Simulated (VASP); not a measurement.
**Ti3O4: single point with PBEsol**

The system is Ti3O4.

```xyz
7
Lattice="-2.0885 2.0885 4.1352 2.0885 -2.0885 4.1352 2.0885 2.0885 -4.1352" Properties=species:S:1:pos:R:3 pbc="T T T"
Ti    2.0885    0.0000    2.0676
Ti    0.0000    0.0000    4.1352
Ti    0.0000    2.0885    2.0676
O     2.0885    0.0000    0.0000
O     0.0000    0.0000    2.0409
O     0.0000    2.0885    0.0000
O     0.0000    0.0000    6.2296
```

```
Program                : VASP 6.6.1
Task                   : single point
Functional             : PBEsol
Potentials or basis    : VASP PAW PBE potentials, release 64 (Ti_sv, O)
Cutoff                 : 520 eV
k mesh                 : 12 × 12 × 12
Occupations            : gaussian, width 0.1 eV
Spin                   : no spin polarisation
Dipole correction      : no
Further INCAR settings : ALGO = Normal; EDIFF = 1e-06; NBANDS = 39
```

The pressure is -11.4 GPa. The largest force is 0.023 eV/Å and the band gap on the k mesh is zero (bands 30 and 31 overlap by 3.30 eV).

Forces in eV/Å, atoms in the order of the input:
```
Ti   0.000  0.000  0.000
Ti   0.000  0.000  0.000
Ti   0.000  0.000  0.000
O    0.000  0.000  0.000
O    0.000  0.000 -0.023
O    0.000  0.000  0.000
O    0.000  0.000  0.023
```

Stress tensor (GPa, compression positive):
```
-11.48   0.00   0.00
  0.00 -11.48   0.00
  0.00   0.00 -11.34
```

Levels at points of the mesh, in eV from the Fermi level:
| k point | band 26 | band 27 | band 28 | band 29 | band 30 | band 31 | band 32 | band 33 | band 34 | band 35 |
| --- | --- | --- | --- | --- | --- | --- | --- | --- | --- | --- |
| (0.00, 0.00, 0.00) | -4.09 | -3.78 | -3.78 | -2.69 | -0.58 | -0.58 | 0.34 | 0.44 | 0.44 | 0.63 |
| (0.50, 0.00, 0.00) | -5.20 | -5.05 | -3.96 | -1.04 | 0.24 | 0.35 | 0.51 | 0.64 | 0.99 | 1.24 |
| (0.50, 0.50, 0.00) | -5.52 | -5.22 | -3.43 | 0.72 | 0.72 | 1.01 | 1.11 | 1.15 | 1.26 | 1.48 |
| (0.50, 0.50, 0.50) | -4.77 | -4.20 | -4.20 | -2.37 | -2.32 | -2.32 | -0.16 | 0.82 | 1.25 | 1.39 |

Wall time 7.2 min on 1 thread of Intel(R) Xeon(R) 6975P-C (Granite Rapids) (shared host), peak memory 0.49 GiB.

Caveat: the cell stands under tension; the PAW data sets were made with another functional, which shifts forces and pressure a little; semilocal functionals often make such compounds metallic where correlation or magnetic order opens a gap, which also shifts bond lengths.
